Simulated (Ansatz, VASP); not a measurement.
**EuS in VASP and in Ansatz**

The input INCAR:

```
SYSTEM = EuS
PREC = Accurate ; ENCUT = 600
EDIFF = 1E-6 ; ISMEAR = -1
SIGMA = 0.15 ; LREAL = .False.
LASPH = .True. ; NELM = 200
ALGO = Normal ; ISIF = 2
LWAVE = .False. ; LCHARG = .False.
ISPIN = 2 ; MAGMOM = 9.1 0
LORBIT = 11 ; LMAXMIX = 6
LDAU = .True. ; LDAUTYPE = 2
LDAUL = 3 -1 ; LDAUU = 1.5 0
LDAUJ = 0 0 ; LDAUPRINT = 1
GGA = PS ; NBANDS = 22
GGA_COMPAT = .False.
```

The input KPOINTS:

```
Automatic mesh
0
Gamma
  10 10 10
  0 0 0
```

Contents of POSCAR:

```
EuS
1.0
    0.0000000000      2.9785000000      2.9785000000
    2.9785000000      0.0000000000      2.9785000000
    2.9785000000      2.9785000000      0.0000000000
Eu S
1 1
Direct
    0.0000000000      0.0000000000      0.0000000000
    0.5000000000      0.5000000000      0.5000000000
```

Input for Ansatz:

```yaml
crystal:
  lattice:
    - [0.0, 2.9785, 2.9785]
    - [2.9785, 0.0, 2.9785]
    - [2.9785, 2.9785, 0.0]
  atoms:
    - { symbol: Eu, position: [0.0, 0.0, 0.0] }
    - { symbol: S, position: [0.5, 0.5, 0.5] }
basis:
  ecutwfc: 420.0
kpoints:
  mp_grid:
    grid: [10, 10, 10]
    shift: [0.0, 0.0, 0.0]
hamiltonian:
  xc: pbesol
  hubbard:
    - { species: Eu, l: f, u_eff: 1.5 }
magnetization:
  spin_polarized: true
  per_species:
    Eu: 9.1
scf:
  occupations:
    method: fermi_dirac
    width: 0.15
output:
  eigenvalues: true
```

Alike in both runs: task single point; functional PBEsol; k mesh 10 × 10 × 10; occupations fermi-dirac, width 0.15 eV; collinear spin; Hubbard terms Eu f U = 1.5 eV.

|  | VASP | Ansatz |
| --- | --- | --- |
| version | VASP 6.6.1 | Ansatz 0.2.0 |
| potentials or method | VASP PAW PBE potentials, release 64 (Eu, S), cutoff 600 eV | plane waves, PAW |
| valence electrons in the cell | 23 | 23 |

VASP gave:

* gap on the k mesh at the Fermi level (eV): none
* net moment per atom (μB): 3.48
* size of the moment on the site where the two differ most (μB): 6.61

Q: Estimate Ansatz's values.

A: gap on the k mesh at the Fermi level (eV): none; net moment per atom (μB): 3.49; size of the moment on the site where the two differ most (μB): 6.77.

VASP's potentials were made for PBE, not for PBEsol. Site moments also hang on the region over which each program counts them. The programs project onto different local orbitals, so the same U acts differently, and such runs can settle in different states. A gap of «none» marks a metal or a gap that the smearing closes. Ansatz's warnings: filled band counts differ across k points.

Spin-orbit coupling is off throughout.
